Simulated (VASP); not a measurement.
Wanted: the native input for a VASP 6.6.1 run.

```
Task                   : single point
Functional             : PBE
Potentials or basis    : VASP PAW PBE potentials, release 64 (Fe_sv)
Cutoff                 : 690 eV
k mesh                 : 13 × 13 × 13
Occupations            : fermi-dirac, width 0.1 eV
Spin                   : no spin polarisation
Dipole correction      : no
Further INCAR settings : ALGO = Normal; EDIFF = 1e-06; NBANDS = 23
```

The structure of Fe lies in POSCAR:

```
Fe
1.0
    0.0000000000      2.4377993968      2.4377993968
    2.4377993968      0.0000000000      2.4377993968
    2.4377993968      2.4377993968      0.0000000000
Fe
2
Direct
    0.1250000000      0.1250000000      0.1250000000
    0.8750000000      0.8750000000      0.8750000000
```

This isn't the form of Fe at room conditions, which is bcc.

The input as run:

INCAR

```
SYSTEM = Fe
PREC     = Accurate       ! precision mode
ENCUT    = 690            ! plane-wave cutoff, eV
EDIFF    = 1E-6           ! SCF threshold, eV
ISMEAR   = -1             ! smearing method
SIGMA    = 0.1            ! smearing width, eV
LREAL    = .FALSE.        ! projectors in reciprocal space
LASPH    = .TRUE.         ! aspherical terms in the spheres
NELM     = 120            ! most SCF steps
ALGO     = Normal         ! electronic algorithm
ISIF     = 2              ! what is computed and relaxed
LWAVE    = .FALSE.        ! write WAVECAR
LCHARG   = .FALSE.        ! write CHGCAR
GGA      = PE             ! functional
NBANDS   = 23             ! bands
GGA_COMPAT= .FALSE.
```

KPOINTS

```
regular mesh
0
G
  13 13 13
  0 0 0
```

Potentials or basis: VASP PAW PBE potentials, release 64 (Fe_sv).

The run is started by

```sh
$ cat potpaw_PBE.64/Fe_sv/POTCAR > POTCAR
$ mpirun -np 1 vasp_std > vasp.out
```

It gave:

| Quantity | Value |
| --- | --- |
| Pressure | -1.2 GPa |
| Band gap on the k mesh | zero (bands 16 and 17 overlap by 0.79 eV) |

Caveat: the run has no spin polarisation, though such a crystal can be magnetic.

Wall time 68 s on 1 thread of Intel(R) Xeon(R) Platinum 8488C (Sapphire Rapids), with other jobs on the host, peak memory 0.21 GiB.
